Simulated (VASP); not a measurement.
Al: single point with PBEsol-based screened hybrid

Al:

```
CELL_PARAMETERS angstrom
-1.60621 1.60621 1.60621
1.60621 -1.60621 1.60621
1.60621 1.60621 -1.60621
ATOMIC_POSITIONS crystal
Al 0.00000 0.00000 0.00000
```

| Quantity | Value |
| --- | --- |
| Program | VASP 6.6.1 |
| Task | single point |
| Functional | PBEsol-based screened hybrid |
| Potentials or basis | VASP PAW PBE potentials, release 64 (Al) |
| Cutoff | 520 eV |
| k mesh | 6 × 6 × 6 |
| Occupations | fermi-dirac, width 0.05 eV |
| Spin | no spin polarisation |

```
Pressure : 0.1 GPa
```

Levels at points of the mesh, in eV from the Fermi level:
```tsv
k point	band 1	band 2	band 3	band 4	band 5
(0.00, 0.00, 0.00)	-12.75	14.27	14.27	14.27	15.69
(0.50, 0.00, 0.00)	-5.02	-4.49	8.88	9.01	10.70
(0.50, 0.50, 0.50)	3.43	3.43	3.43	4.52	4.52
```

It took 68 s on 1 thread of AMD EPYC 7R13 Processor (Zen 3), on a shared host, peak memory 0.2 GiB.

Caveat: the k points lie up to 0.46 Å⁻¹ apart; the PAW data sets were made with another functional, which shifts forces and pressure a little.
